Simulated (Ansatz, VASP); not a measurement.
Two plane-wave programs on Zr

```xyz
2
Lattice="0.0000 3.2962 3.2962 3.2962 0.0000 3.2962 3.2962 3.2962 0.0000" Properties=species:S:1:pos:R:3 pbc="T T T"
Zr    0.8240    0.8240    0.8240
Zr    5.7683    5.7683    5.7683
```

Alike in both runs: task single point; functional revPBE; k mesh 10 × 10 × 10; occupations fermi-dirac, width 0.1 eV; no spin polarisation.

|  | VASP | Ansatz |
| --- | --- | --- |
| version | VASP 6.6.1 | Ansatz 0.2.0 |
| potentials or method | VASP PAW PBE potentials, release 64 (Zr_sv), cutoff 520 eV | plane waves (420 eV) with PAW, scalar-relativistic |
| valence electrons in the cell | 24 | 24 |

|  | VASP | Ansatz | Ansatz less VASP |
| --- | --- | --- | --- |
| pressure (GPa) | -2.6 | -2.6 | -0.03 |

VASP's potentials were made for PBE, not for revPBE.
